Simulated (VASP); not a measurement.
Runs of VASP 6.6.1 on Hg. The structure is that of space group P6_222 (No. 180), or close to it. The cells are those of the table. 

```tsv
task	cell	k mesh	cutoff (eV)	gap on the mesh (eV)	pressure (GPa)	relaxed volume (Å³/atom)
single point	a = 5.922, b = 5.922, c = 3.495 Å, angles 90.0, 90.0, 120.0°, 3 atoms	6 × 6 × 4	520	none	0.0	-
relaxation of cell and atoms	relaxed from a = 5.922, b = 5.922, c = 3.495 Å, angles 90.0, 90.0, 120.0°, 3 atoms	3 × 3 × 6	600	none	0.0	37.34
single point	a = 5.992, b = 5.992, c = 3.505 Å, angles 90.0, 90.0, 120.0°, 3 atoms	9 × 9 × 14	520	none	(a)	-
single point	a = 5.954, b = 5.954, c = 3.504 Å, angles 90.0, 90.0, 120.0°, 3 atoms	3 × 3 × 6	520	none	0.3	-
relaxation of cell and atoms	relaxed from a = 5.469, b = 5.469, c = 4.618 Å, angles 90.0, 90.0, 120.0°, 3 atoms	6 × 6 × 4	600	none	0.0	35.47
```

Alike in all rows: level PBE; potentials or basis VASP PAW PBE potentials, release 64 (Hg); no spin polarisation; smearing gaussian 0.1 eV.

Estimate the missing entries.

(a) 0.1.

Caveats: some runs use coarse meshes; spin-orbit coupling is left out, which moves the levels of the heavy elements.

A k mesh can miss the band edges, and the runs leave out spin-orbit coupling on Hg.

A gap of «none» marks levels without a gap at the run's occupations.
